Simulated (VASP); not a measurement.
Write the native input for VASP 6.6.1 that does the following.

```yaml
Task: single point
Functional: r2SCAN
Potentials_or_basis: VASP PAW PBE potentials, release 64 (Ni)
Cutoff: 520 eV
k_mesh: 15 × 15 × 15
Occupations: methfessel-paxton, width 0.03 eV
Spin: no spin polarisation
Dipole_correction: no
Further_INCAR_settings: ALGO = Normal; EDIFF = 1e-06; NBANDS = 11
```

Ni:

```
CELL_PARAMETERS angstrom
0.00000 1.73306 1.73306
1.73306 0.00000 1.73306
1.73306 1.73306 0.00000
ATOMIC_POSITIONS crystal
Ni 0.00000 0.00000 0.00000
```

The input as run:

POSCAR

```
Ni
1.0
    0.0000000000      1.7330608651      1.7330608651
    1.7330608651      0.0000000000      1.7330608651
    1.7330608651      1.7330608651      0.0000000000
Ni
1
Direct
    0.0000000000      0.0000000000      0.0000000000
```

INCAR.step1

```
ALGO = Normal
EDIFF = 1E-4
ENCUT = 520
GGA = PE
ISMEAR = 1
LASPH = T
LCHARG = F
LREAL = F
LWAVE = T
NBANDS = 11
NELM = 60
PREC = Accurate
SIGMA = 0.03
```

INCAR.step2

```
ALGO = Normal
EDIFF = 1E-6
ENCUT = 520
ISIF = 2
ISMEAR = 1
ISTART = 1
LASPH = T
LCHARG = F
LMIXTAU = T
LREAL = F
LWAVE = F
METAGGA = R2SCAN
NBANDS = 11
NELM = 60
PREC = Accurate
SIGMA = 0.03
```

KPOINTS

```
k-points
0
Gamma
  15 15 15
```

Potentials or basis: VASP PAW PBE potentials, release 64 (Ni).

The run is started by

```console
$ cat potpaw_PBE.64/Ni/POTCAR > POTCAR
$ cp INCAR.step1 INCAR
$ mpirun -np 1 vasp_std > vasp.out
$ cp INCAR.step2 INCAR
$ mpirun -np 1 vasp_std > vasp.out
```

Results of the run:

* Pressure: -0.1 GPa
* Band gap on the k mesh: zero (bands 5 and 6 overlap by 1.12 eV)

Caveat: the PAW data sets were made with another functional, which shifts forces and pressure a little; the run has no spin polarisation, though such a crystal can be magnetic.

Run time: 27 s on 1 thread of Intel(R) Xeon(R) 6975P-C (Granite Rapids) (shared host), peak memory 0.13 GiB.
